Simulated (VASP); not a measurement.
Wanted: the native input for a VASP 6.6.1 run.

```yaml
Task: single point
Functional: r2SCAN
Potentials_or_basis: VASP PAW PBE potentials, release 64 (Ba_sv, S)
Cutoff: 520 eV
k_mesh: 6 × 6 × 6
Occupations: gaussian, width 0.01 eV
Spin: no spin polarisation
Dipole_correction: no
Further_INCAR_settings: ALGO = Normal; EDIFF = 1e-06; NBANDS = 15
```

The system is BaS.

```
Ba S
1.0
     0.00000    3.51941    3.51941
     3.51941    0.00000    3.51941
     3.51941    3.51941    0.00000
Ba S
1 1
Direct
  0.00000 0.00000 0.00000
  0.25000 0.25000 0.25000
```

These files were run (other wordings do the same):

POSCAR

```
BaS
1.0
    0.0000000000      3.5194117709      3.5194117709
    3.5194117709      0.0000000000      3.5194117709
    3.5194117709      3.5194117709      0.0000000000
Ba S
1 1
Direct
    0.0000000000      0.0000000000      0.0000000000
    0.2500000000      0.2500000000      0.2500000000
```

INCAR.step1

```
SYSTEM = BaS
PREC = Accurate
ENCUT = 520
ISMEAR = 0
SIGMA = 0.01
LREAL = .FALSE.
LASPH = .TRUE.
NELM = 80
NBANDS = 15
GGA = PE
ALGO = Normal
EDIFF = 1E-4
LWAVE = .TRUE.
LCHARG = .FALSE.
```

INCAR.step2

```
SYSTEM = BaS
PREC = Accurate
ENCUT = 520
EDIFF = 1E-6
ISMEAR = 0
SIGMA = 0.01
LREAL = .FALSE.
LASPH = .TRUE.
NELM = 80
ALGO = Normal
ISIF = 2
LWAVE = .FALSE.
LCHARG = .TRUE.
METAGGA = R2SCAN
LMIXTAU = .TRUE.
LELF = .TRUE.
LVHAR = .TRUE.
NBANDS = 15
ISTART = 1
```

KPOINTS

```
Automatic mesh
0
G
  6 6 6
  0 0 0
```

Potentials or basis: VASP PAW PBE potentials, release 64 (Ba_sv, S).

Launch:

```console
$ cat potpaw_PBE.64/Ba_sv/POTCAR potpaw_PBE.64/S/POTCAR > POTCAR
$ cp INCAR.step1 INCAR
$ mpirun -np 1 vasp_std > vasp.out
$ cp INCAR.step2 INCAR
$ mpirun -np 1 vasp_std > vasp.out
```

It gave:

```
Pressure               : 0.4 GPa
Band gap on the k mesh : 3.08 eV, indirect (least direct gap 3.68 eV)
```

Caveat: the PAW data sets were made with another functional, which shifts forces and pressure a little; spin-orbit coupling is left out, which moves the levels of the heavy elements.

Run time: 52 s on 1 thread of Intel(R) Xeon(R) 6975P-C (Granite Rapids), with other jobs on the host, peak memory 0.25 GiB.
